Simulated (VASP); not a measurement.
# Si4Cl (P4/mmm) in VASP: a series of runs

Si4Cl is run at these levels: PBE; tasks: single point, relaxation of cell and atoms.

Everything below comes from runs of VASP 6.6.1. Logs are shortened: lines on timing, memory, paths and dates and some standing lists are left out, and cuts for length are marked.

## Step 1: The cell of the first run

Symmetry: P4/mmm, No. 123, tetragonal system. The conventional cell has a = 3.383 Å, b = 3.383 Å, c = 9.794 Å, α = 90.00°, β = 90.00°, γ = 90.00°. Si (site symmetry 4/mmm) has 2 Si at 2.31 Å within 3.1 Å. Within 3.2 Å of Si (site symmetry 4/mmm) lie 4 Cl at 2.39 Å and 2 Si at 2.59 Å. Si (site symmetry 4mm) has 2 Si at 2.31 to 2.59 Å within 3.1 Å. Within 3.2 Å of Cl (site symmetry 4/mmm) lie 4 Si at 2.39 Å.

The cell was built from a structure type or drawn by symmetry, and may not be a known phase.

## Step 2: Single point, PBE

INCAR reads:

```
  ALGO = Normal
  EDIFF = 1E-6
  ENCUT = 520
  GGA = PE
  ISIF = 2
  ISMEAR = 0
  LASPH = T
  LCHARG = T
  LELF = T
  LREAL = F
  LVHAR = T
  LWAVE = F
  NBANDS = 20
  NELM = 100
  PREC = Accurate
  SIGMA = 0.1
```

KPOINTS reads:

```
k-points
0
Gamma
  12 12 4
```

POSCAR reads:

```
Si4Cl
1.0
    3.3834313275      0.0000000000      0.0000000000
    0.0000000000      3.3834313275      0.0000000000
    0.0000000000      0.0000000000      9.7943100628
Si Cl
4 1
Direct
    0.5000000000      0.5000000000      0.5000000000
    0.5000000000      0.5000000000      0.0000000000
    0.5000000000      0.5000000000      0.7358816979
    0.5000000000      0.5000000000      0.2641183021
    0.0000000000      0.0000000000      0.0000000000
```

Potentials or basis: VASP PAW PBE potentials, release 64 (Si, Cl).

The run is started by

```
$ cat potpaw_PBE.64/Si/POTCAR potpaw_PBE.64/Cl/POTCAR > POTCAR
$ mpirun -np 1 vasp_std > vasp.out
```

OUTCAR:

```text
EDIFF = 1E-6
   ENCUT = 520
   GGA = PE
   ISIF = 2
   ISMEAR = 0
   LASPH = T
   LREAL = F
   NELM = 100
   PREC = Accurate

 ion  position               nearest neighbor table
   1  0.500  0.500  0.500-   3 2.31   4 2.31
   2  0.500  0.500  0.000-   5 2.39   5 2.39   5 2.39   5 2.39   3 2.59   4 2.59
   3  0.500  0.500  0.736-   1 2.31   2 2.59
   4  0.500  0.500  0.264-   1 2.31   2 2.59
   5  0.000  0.000  0.000-   2 2.39   2 2.39   2 2.39   2 2.39

  LATTYP: Found a simple tetragonal cell.
 ALAT       =     3.3834313275
 C/A-ratio  =     2.8947861253

  Lattice vectors:

 A1 = (   3.3834313275,   0.0000000000,   0.0000000000)
 A2 = (   0.0000000000,   3.3834313275,   0.0000000000)
 A3 = (   0.0000000000,   0.0000000000,   9.7943100628)

Analysis of symmetry for initial positions (statically):
=====================================================================
 Subroutine PRICEL returns:
 Original cell was already a primitive cell.

 Routine SETGRP: Setting up the symmetry group for a
 simple tetragonal supercell.

 Subroutine GETGRP returns: Found 16 space group operations
 (whereof 16 operations were pure point group operations)
 out of a pool of 16 trial point group operations.

The static configuration has the point symmetry D_4h.

Analysis of symmetry for dynamics (positions and initial velocities):
=====================================================================
 Subroutine PRICEL returns:
 Original cell was already a primitive cell.

 Routine SETGRP: Setting up the symmetry group for a
 simple tetragonal supercell.

 Subroutine GETGRP returns: Found 16 space group operations
 (whereof 16 operations were pure point group operations)
 out of a pool of 16 trial point group operations.

The dynamic configuration has the point symmetry D_4h.

 Subroutine INISYM returns: Found 16 space group operations
 (whereof 16 operations are pure point group operations),
 and found     1 'primitive' translations

----------------------------------------------------------------------------------------

                                     Primitive cell

  volume of cell :     112.1214

  direct lattice vectors                    reciprocal lattice vectors
     3.383431327  0.000000000  0.000000000     0.295557942  0.000000000  0.000000000
     0.000000000  3.383431327  0.000000000     0.000000000  0.295557942  0.000000000
     0.000000000  0.000000000  9.794310063     0.000000000  0.000000000  0.102100096

  length of vectors
     3.383431327  3.383431327  9.794310063     0.295557942  0.295557942  0.102100096

  position of ions in fractional coordinates (direct lattice)
     0.500000000  0.500000000  0.500000000
     0.500000000  0.500000000  0.000000000
     0.500000000  0.500000000  0.735881698
     0.500000000  0.500000000  0.264118302
     0.000000000  0.000000000  0.000000000

  ion indices of the primitive-cell ions
   primitive index   ion index
                 1           1
                 2           2
                 3           3
                 4           4
                 5           5

----------------------------------------------------------------------------------------

 KPOINTS: k-points

Automatic generation of k-mesh.
 Grid dimensions read from file:
 generate k-points for:   12   12    4

 Generating k-lattice:

  Cartesian coordinates                     Fractional coordinates (reciprocal lattice)
     0.024629828  0.000000000  0.000000000     0.083333333  0.000000000  0.000000000
     0.000000000  0.024629828  0.000000000     0.000000000  0.083333333  0.000000000
     0.000000000  0.000000000  0.025525024     0.000000000  0.000000000  0.250000000

  Length of vectors
     0.024629828  0.024629828  0.025525024

  Shift w.r.t. Gamma in fractional coordinates (k-lattice)
     0.000000000  0.000000000  0.000000000

 Subroutine IBZKPT returns following result:
 ===========================================

 Found     84 irreducible k-points:

 Following reciprocal coordinates:
            Coordinates               Weight
  0.000000  0.000000  0.000000      1.000000
  0.083333  0.000000  0.000000      4.000000
  0.166667  0.000000  0.000000      4.000000
  0.250000  0.000000  0.000000      4.000000
  0.333333  0.000000  0.000000      4.000000
  0.416667  0.000000  0.000000      4.000000
[... 16 lines left out ...]
  0.333333  0.333333  0.000000      4.000000
  0.416667  0.333333  0.000000      8.000000
 [... further k-points ...]
   k-points           NKPTS =     84   k-points in BZ     NKDIM =     84   number of bands    NBANDS=     20
   number of dos      NEDOS =    301   number of ions     NIONS =      5
   total plane-waves  NPLWV =  62720
   dimension x,y,z NGX =    28 NGY =   28 NGZ =   80
   dimension x,y,z NGXF=    56 NGYF=   56 NGZF=  160
   ions per type =               4   1
   NGX,Y,Z   is equivalent  to a cutoff of  13.76, 13.76, 13.58 a.u.
   NGXF,Y,Z  is equivalent  to a cutoff of  27.52, 27.52, 27.16 a.u.
[... 87 lines left out ...]
      2      -4.9420      2.00000
      3      -3.9751      2.00000
      4      -3.8996      2.00000
      5      -1.6593      2.00000
      6      -1.2550      2.00000
[... 12 lines left out ...]
     19      10.1997      0.00000
     20      10.6544      0.00000

 k-point     4 :       0.2500    0.0000    0.0000
  band No.  band energies     occupation
      1     -13.8828      2.00000
      2      -5.2532      2.00000
      3      -4.2803      2.00000
      4      -3.6409      2.00000
      5      -1.4700      2.00000
      6      -1.0841      2.00000
[... 12 lines left out ...]
     19      10.3106      0.00000
     20      10.7596      0.00000

 k-point     5 :       0.3333    0.0000    0.0000
  band No.  band energies     occupation
      1     -13.6795      2.00000
      2      -5.9498      2.00000
      3      -4.0598      2.00000
      4      -3.2119      2.00000
      5      -1.2580      2.00000
      6      -0.9656      2.00000
[... 12 lines left out ...]
     19      10.3272      0.00000
     20      10.9526      0.00000

 k-point     6 :       0.4167    0.0000    0.0000
  band No.  band energies     occupation
      1     -13.5151      2.00000
      2      -6.4659      2.00000
      3      -3.7922      2.00000
      4      -2.7694      2.00000
      5      -1.0841      2.00000
      6      -1.0183      2.00000
[... 12 lines left out ...]
     19      10.0234      0.00000
     20      11.1237      0.00000

 k-point     7 :       0.5000    0.0000    0.0000
  band No.  band energies     occupation
      1     -13.4510      2.00000
      2      -6.6520      2.00000
      3      -3.6754      2.00000
      4      -2.5426      2.00000
      5      -1.1213      2.00000
      6      -1.0156      2.00000
[... 12 lines left out ...]
     19       9.8881      0.00000
     20      11.1930      0.00000
[... 277 lines left out ...]
 k-point    20 :       0.3333    0.2500    0.0000
  band No.  band energies     occupation
      1     -13.3883      2.00000
      2      -5.4527      2.00000
      3      -3.5958      2.00000
      4      -3.3611      2.00000
      5      -2.6380      2.00000
      6      -0.6598      2.00000
[... 12 lines left out ...]
     19       9.5331      0.00000
     20      10.3334      0.00000

 k-point    21 :       0.4167    0.2500    0.0000
  band No.  band energies     occupation
      1     -13.2460      2.00000
      2      -5.8064      2.00000
      3      -3.3490      2.00000
      4      -3.1329      2.00000
      5      -2.2242      2.00000
      6      -0.6820      2.00000
[... 12 lines left out ...]
     19       9.1844      0.00000
     20      10.4584      0.00000

 k-point    22 :       0.5000    0.2500    0.0000
  band No.  band energies     occupation
      1     -13.1910      2.00000
      2      -5.9501      2.00000
      3      -3.2011      2.00000
      4      -3.0398      2.00000
      5      -2.0174      2.00000
      6      -0.7515      2.00000
[... 12 lines left out ...]
     19       8.9891      0.00000
     20      10.1965      0.00000

 k-point    23 :       0.3333    0.3333    0.0000
  band No.  band energies     occupation
      1     -13.2254      2.00000
      2      -5.2688      2.00000
      3      -3.9235      2.00000
      4      -3.2477      2.00000
      5      -2.2497      2.00000
      6      -0.5335      2.00000
[... 12 lines left out ...]
     19       9.5925      0.00000
     20       9.9435      0.00000

 k-point    24 :       0.4167    0.3333    0.0000
  band No.  band energies     occupation
      1     -13.0969      2.00000
      2      -5.3408      2.00000
      3      -3.9033      2.00000
      4      -3.0205      2.00000
      5      -1.8683      2.00000
      6      -1.0694      2.00000
[... 12 lines left out ...]
     19       9.2872      0.00000
     20       9.6711      0.00000

 [... further k-points ...]

------------------------ aborting loop because EDIFF is reached ----------------------------------------

  FORCE on cell =-STRESS in cart. coord.  units (eV):
  Direction    XX          YY          ZZ          XY          YZ          ZX
  --------------------------------------------------------------------------------------
  -------------------------------------------------------------------------------------
  Total        0.0256383      0.0256383     -0.0273749      0.0000000     -0.0000000     -0.0000000
  in kB        0.3663629      0.3663629     -0.3911788      0.0000000     -0.0000000     -0.0000000
  external PRESSURE =       0.1138490 kB  Pullay stress =       0.0000000 kB

 VOLUME and BASIS-vectors are now :
 -----------------------------------------------------------------------------
  energy-cutoff  :      520.00
  volume of cell :      112.12
      direct lattice vectors                 reciprocal lattice vectors
     3.383431327  0.000000000  0.000000000     0.295557942  0.000000000  0.000000000
     0.000000000  3.383431327  0.000000000     0.000000000  0.295557942  0.000000000
     0.000000000  0.000000000  9.794310063     0.000000000  0.000000000  0.102100096

 POSITION                                       TOTAL-FORCE (eV/Angst)
 -----------------------------------------------------------------------------------
      1.69172      1.69172      4.89716         0.000000      0.000000      0.000000
      1.69172      1.69172      0.00000         0.000000      0.000000      0.000000
      1.69172      1.69172      7.20745         0.000000     -0.000000     -0.005242
      1.69172      1.69172      2.58686         0.000000      0.000000      0.005242
      0.00000      0.00000      0.00000         0.000000      0.000000      0.000000
 -----------------------------------------------------------------------------------
    total drift:                               -0.000000      0.000000     -0.000000

  FREE ENERGIE OF THE ION-ELECTRON SYSTEM (eV)
  ---------------------------------------------------
  free  energy   TOTEN  =       -18.7840106093 eV

  energy  without entropy=      -18.7754825599  energy(sigma->0) =      -18.77974658
```

It took 4.4 min on 1 thread of Intel Xeon 8259CL, shared host; peak memory 0.32 GiB.

What came out:

| Quantity | Value |
| --- | --- |
| Free energy | -18.7840 eV |
| Pressure | 0.0 GPa |
| Largest force | 0.005 eV/Å |
| Band gap on the k mesh | zero (an odd number of electrons rules out a gap without spin polarisation) |

Forces in eV/Å, atoms in the order of the input:
```
Si   0.000  0.000  0.000
Si   0.000  0.000  0.000
Si   0.000  0.000 -0.005
Si   0.000  0.000  0.005
Cl   0.000  0.000  0.000
```

Caveat: an odd number of electrons without spin polarisation forces a metal; a magnetic or distorted state may lie lower.

## Step 3: Relaxation of cell and atoms, PBE

This run uses another cell than the first one, of 23.21 Å³/atom.

INCAR reads:

```
PREC = Accurate
ENCUT = 600
EDIFF = 1E-6
ISMEAR = 0
SIGMA = 0.1
LREAL = False
LASPH = True
NELM = 100
ALGO = Normal
ISIF = 3
LWAVE = False
LCHARG = False
GGA = PE
IBRION = 2
NSW = 90
EDIFFG = -0.04
```

KPOINTS reads:

```
regular mesh
0
Gamma
  6 6 2
```

POSCAR reads:

```
Si4Cl
1.0
    3.4645666088      0.0000000000      0.0000000000
    0.0000000000      3.4645666088      0.0000000000
    0.0000000000      0.0000000000      9.6686568633
Si Cl
4 1
Direct
    0.5000000000      0.5000000000      0.5000000000
    0.5000000000      0.5000000000      0.0000000000
    0.5000000000      0.5000000000      0.7317517747
    0.5000000000      0.5000000000      0.2682482253
    0.0000000000      0.0000000000      0.0000000000
```

Potentials or basis: VASP PAW PBE potentials, release 64 (Si, Cl).

The run is started by

```
$ cat potpaw_PBE.64/Si/POTCAR potpaw_PBE.64/Cl/POTCAR > POTCAR
$ mpirun -np 1 vasp_std > vasp.out
```

It took 6.9 min on 1 thread of Intel Xeon 8259CL, shared host; peak memory 0.26 GiB.

Results (log left out):

```yaml
Free_energy: -18.6988 eV
Relaxed_volume: 21.66 Å³/atom
Relaxed_cell: a = 3.276 Å, b = 3.276 Å, c = 10.088 Å, α = 90.00°, β = 90.00°, γ = 90.00°
Space_group_after_relaxing_to_0.1_Å: P4/mmm (No. 123)
Energy_gained_by_relaxing: 33.1 meV/atom
Ionic_steps: 10
Pressure_after_relaxing: 0.1 GPa
Largest_force_after_relaxing: 0.014 eV/Å
Band_gap_on_the_k_mesh: zero (an odd number of electrons rules out a gap without spin polarisation)
```

Forces in eV/Å, atoms in the order of the input:
```
Si   0.000  0.000  0.000
Si   0.000  0.000  0.000
Si   0.000  0.000  0.014
Si   0.000  0.000 -0.014
Cl   0.000  0.000  0.000
```

Step by step:
```
step  energy change (eV)  largest force (eV/Å)  pressure (GPa)  volume (Å³)
   1              0.0000                0.4592           -0.29       116.06
   2             -0.1014                0.1430           -1.10       115.25
   3             -0.1101                0.1565           -1.10       115.02
   4             -0.1198                0.1988           -1.43       114.50
   5             -0.1480                0.2463           -0.27       110.52
   6             -0.1518                0.2684            0.36       108.65
   7             -0.1612                0.1614            0.23       108.10
   8             -0.1625                0.0622            0.19       107.78
   9             -0.1626                0.0854            0.19       107.84
  10             -0.1653                0.0140            0.05       108.28
```

Final structure:
```
CELL_PARAMETERS angstrom
3.27616 0.00000 0.00000
0.00000 3.27616 0.00000
0.00000 0.00000 10.08849
ATOMIC_POSITIONS crystal
Si 0.50000 0.50000 0.50000
Si 0.50000 0.50000 0.00000
Si 0.50000 0.50000 0.74226
Si 0.50000 0.50000 0.25775
Cl 0.00000 0.00000 0.00000
```

Levels at points of the mesh, in eV from the Fermi level:
```
           k point  band 8  band 9  band 10  band 11  band 12  band 13  band 14  band 15
(0.00, 0.00, 0.00)   -4.37   -2.37     1.42     1.50     2.12     2.49     2.49     3.33
(0.50, 0.00, 0.00)   -3.74   -3.56    -1.95    -1.18    -0.27     0.43     0.51     2.47
(0.50, 0.50, 0.00)   -2.32   -2.21    -2.21    -1.96    -1.42    -1.42     0.69     0.69
(0.00, 0.00, 0.50)   -4.82   -1.84    -0.18     1.42     2.41     2.41     3.59     3.59
(0.50, 0.00, 0.50)   -3.52   -2.62    -2.33    -0.65    -0.28     0.13     0.43     1.32
(0.50, 0.50, 0.50)   -4.10   -2.34    -2.34    -0.93    -0.93    -0.01    -0.01     0.35
```

Caveat: an odd number of electrons without spin polarisation forces a metal; a magnetic or distorted state may lie lower.

## Step 4: Relaxation of cell and atoms, PBE

This run uses another cell than the first one, of 21.65 Å³/atom.

Changes to INCAR since step 3:

```diff
@@ -7,3 +7,3 @@
 LASPH = True
-NELM = 100
+NELM = 60
 ALGO = Normal
@@ -14,3 +14,3 @@
 IBRION = 2
-NSW = 90
-EDIFFG = -0.04
+NSW = 100
+EDIFFG = -0.01
```

KPOINTS reads:

```
Automatic mesh
0
Gamma
  12 12 4
```

POSCAR reads:

```
Si4Cl
1.0
    3.2776937671      0.0000000000      0.0000000000
    0.0000000000      3.2776937671      0.0000000000
    0.0000000000      0.0000000000     10.0771166699
Si Cl
4 1
Direct
    0.5000000000      0.5000000000      0.5000000000
    0.5000000000      0.5000000000      0.0000000000
    0.5000000000      0.5000000000      0.7426072664
    0.5000000000      0.5000000000      0.2573927336
    0.0000000000      0.0000000000      0.0000000000
```

The run is started by

```
$ cat potpaw_PBE.64/Si/POTCAR potpaw_PBE.64/Cl/POTCAR > POTCAR
$ mpirun -np 1 vasp_std > vasp.out
```

It took 25 min on 1 thread of Intel Xeon 8259CL, shared host; peak memory 0.35 GiB.

Results (log left out):

| Property | Result |
| --- | --- |
| Free energy | -18.7841 eV |
| Relaxed volume | 22.43 Å³/atom |
| Relaxed cell | a = 3.384 Å, b = 3.384 Å, c = 9.792 Å, α = 90.00°, β = 90.00°, γ = 90.00° |
| Space group after relaxing (to 0.1 Å) | P4/mmm (No. 123) |
| Energy gained by relaxing | 23.2 meV/atom |
| Ionic steps | 11 |
| Pressure after relaxing | 0.0 GPa |
| Largest force after relaxing | 0.006 eV/Å |
| Band gap on the k mesh | zero (an odd number of electrons rules out a gap without spin polarisation) |

Forces on the atoms (eV/Å):
```
Si   0.000  0.000  0.000
Si   0.000  0.000  0.000
Si   0.000  0.000 -0.006
Si   0.000  0.000  0.006
Cl   0.000  0.000  0.000
```

The path:
```
step  energy change (eV)  largest force (eV/Å)  pressure (GPa)  volume (Å³)
   1              0.0000                0.3437           -0.14       108.26
   2             -0.0757                0.3172            0.87       107.92
   3             -0.0853                0.2499            1.56       107.68
   4             -0.0858                0.2688            1.43       107.72
   5             -0.1101                0.1477            0.43       110.94
   6             -0.1124                0.0913            0.06       112.33
   7             -0.1150                0.0835           -0.16       112.48
   8             -0.1150                0.0833           -0.17       112.48
   9             -0.1158                0.0225            0.03       112.07
  10             -0.1158                0.0132            0.05       112.01
  11             -0.1159                0.0060            0.02       112.13
```

Final structure:
```yaml
crystal:
  lattice:
    - [3.38397, 0.00000, 0.00000]
    - [0.00000, 3.38397, 0.00000]
    - [0.00000, 0.00000, 9.79219]
  atoms:
    - { symbol: Si, position: [0.50000, 0.50000, 0.50000] }
    - { symbol: Si, position: [0.50000, 0.50000, 0.00000] }
    - { symbol: Si, position: [0.50000, 0.50000, 0.73591] }
    - { symbol: Si, position: [0.50000, 0.50000, 0.26409] }
    - { symbol: Cl, position: [0.00000, 0.00000, 0.00000] }
```

Levels at points of the mesh, in eV from the Fermi level:
| k point | band 10 | band 11 | band 12 | band 13 | band 14 | band 15 |
| --- | --- | --- | --- | --- | --- | --- |
| (0.00, 0.00, 0.00) | 1.81 | 1.81 | 1.82 | 2.15 | 2.31 | 2.81 |
| (0.50, 0.00, 0.00) | -1.77 | -1.00 | -0.48 | 0.32 | 0.75 | 2.81 |
| (0.50, 0.50, 0.00) | -2.32 | -1.91 | -1.41 | -1.41 | 1.06 | 1.06 |
| (0.00, 0.00, 0.50) | -0.04 | 1.74 | 1.74 | 1.83 | 3.01 | 3.01 |
| (0.50, 0.00, 0.50) | -2.50 | -0.14 | 0.01 | 0.26 | 0.32 | 0.98 |
| (0.50, 0.50, 0.50) | -2.45 | -0.93 | -0.93 | 0.20 | 0.29 | 0.29 |

Caveat: an odd number of electrons without spin polarisation forces a metal; a magnetic or distorted state may lie lower.

## Step 5: Summary

```csv
task,cell,k mesh,cutoff (eV),gap on the mesh (eV),pressure (GPa),relaxed volume (Å³/atom),largest force (eV/Å)
single point,"a = 3.383, b = 3.383, c = 9.794 Å, 5 atoms, atomic positions A",12 × 12 × 4,520,none,0.0,-,0.01
relaxation of cell and atoms,"relaxed from a = 3.465, b = 3.465, c = 9.669 Å, 5 atoms, atomic positions B",6 × 6 × 2,600,none,0.1,21.66,0.01
relaxation of cell and atoms,"relaxed from a = 3.278, b = 3.278, c = 10.077 Å, 5 atoms, atomic positions C",12 × 12 × 4,600,none,0.0,22.43,0.01
```

Alike in all rows: level PBE; potentials or basis VASP PAW PBE potentials, release 64 (Si, Cl); no spin polarisation; smearing gaussian 0.1 eV.

Caveats: an odd number of electrons without spin polarisation forces a metal; a magnetic or distorted state may lie lower.

Absolute energies hang on the potentials; compare differences alone.
